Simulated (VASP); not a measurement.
Wanted: the native input for a VASP 6.6.1 run.

```
Task                   : single point
Functional             : r2SCAN
Potentials or basis    : VASP PAW PBE potentials, release 64 (Te)
Cutoff                 : 520 eV
k mesh                 : 15 × 15 × 15
Occupations            : gaussian, width 0.1 eV
Spin                   : no spin polarisation
Dipole correction      : no
Further INCAR settings : ALGO = Normal; EDIFF = 1e-06; NBANDS = 9
```

Crystal: Te.

```
Te
1.0
     2.25262    1.30055    1.78350
    -2.25262    1.30055    1.78350
     0.00000   -2.60110    1.78350
Te
1
Direct
  0.50000 0.50000 0.50000
```

One way to write it, as run:

POSCAR

```
Te
1.0
    2.2526226917      1.3005523175      1.7834970553
   -2.2526226917      1.3005523175      1.7834970553
    0.0000000000     -2.6011046349      1.7834970553
Te
1
Direct
    0.5000000000      0.5000000000      0.5000000000
```

INCAR.step1

```
SYSTEM = Te
ALGO     = Normal         ! electronic algorithm
EDIFF    = 1E-4           ! SCF threshold, eV
ENCUT    = 520            ! plane-wave cutoff, eV
GGA      = PE             ! functional
ISMEAR   = 0              ! smearing method
LASPH    = .TRUE.         ! aspherical terms in the spheres
LCHARG   = .FALSE.        ! write CHGCAR
LREAL    = .FALSE.        ! projectors in reciprocal space
LWAVE    = .TRUE.         ! write WAVECAR
NBANDS   = 9              ! bands
NELM     = 100            ! most SCF steps
PREC     = Accurate       ! precision mode
SIGMA    = 0.1            ! smearing width, eV
```

INCAR.step2

```
SYSTEM = Te
ALGO     = Normal         ! electronic algorithm
EDIFF    = 1E-6           ! SCF threshold, eV
ENCUT    = 520            ! plane-wave cutoff, eV
ISIF     = 2              ! what is computed and relaxed
ISMEAR   = 0              ! smearing method
ISTART   = 1            
LASPH    = .TRUE.         ! aspherical terms in the spheres
LCHARG   = .FALSE.        ! write CHGCAR
LMIXTAU  = .TRUE.       
LREAL    = .FALSE.        ! projectors in reciprocal space
LWAVE    = .FALSE.        ! write WAVECAR
METAGGA  = R2SCAN         ! meta-GGA
NBANDS   = 9              ! bands
NELM     = 100            ! most SCF steps
PREC     = Accurate       ! precision mode
SIGMA    = 0.1            ! smearing width, eV
```

KPOINTS

```
k-points
0
G
  15 15 15
  0 0 0
```

Potentials or basis: VASP PAW PBE potentials, release 64 (Te).

Command:

```console
$ cat potpaw_PBE.64/Te/POTCAR > POTCAR
$ cp INCAR.step1 INCAR
$ mpirun -np 1 vasp_std > vasp.out
$ cp INCAR.step2 INCAR
$ mpirun -np 1 vasp_std > vasp.out
```

It gave:

| Item | Value |
| --- | --- |
| Pressure | 1.8 GPa |
| Band gap on the k mesh | zero (bands 3 and 4 overlap by 5.92 eV) |

Caveat: the PAW data sets were made with another functional, which shifts forces and pressure a little; spin-orbit coupling is left out, which moves the levels of the heavy elements.

Wall time 110 s on 1 thread of AMD EPYC 9R45 96-Core Processor (Zen 5), with other jobs on the host, peak memory 0.19 GiB.
